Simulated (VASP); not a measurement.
A run of VASP 6.6.1:

The input INCAR:

```
SYSTEM = TaN
  PREC = Accurate
  ENCUT = 520
  EDIFF = 1E-6
  ISMEAR = 0
  SIGMA = 0.15
  LREAL = .FALSE.
  LASPH = .TRUE.
  NELM = 100
  ALGO = Normal
  ISIF = 2
  LWAVE = .FALSE.
  LCHARG = .FALSE.
  GGA = PS
  NBANDS = 15
```

KPOINTS

```
regular mesh
0
G
  18 18 18
  0 0 0
```

POSCAR

```
TaN
1.0
    0.0000000000      2.2334750000      2.1790000000
    2.2334750000      0.0000000000      2.1790000000
    2.2334750000      2.2334750000      0.0000000000
Ta N
1 1
Direct
    0.5000000000      0.5000000000      0.5000000000
    0.0000000000      0.0000000000      0.0000000000
```

Potentials or basis: VASP PAW PBE potentials, release 64 (Ta_pv, N).

Launch:

```bash
$ cat potpaw_PBE.64/Ta_pv/POTCAR potpaw_PBE.64/N/POTCAR > POTCAR
$ mpirun -np 1 vasp_std > vasp.out
```

Hardware: 1 thread of Intel Xeon 8259CL (shared host).

Q: Estimate the wall time of this run.

A: Run time: 2.9 min on 1 thread of Intel Xeon 8259CL, with other jobs on the host, peak memory 0.27 GiB. Counts: scf iterations 12, k points 480.
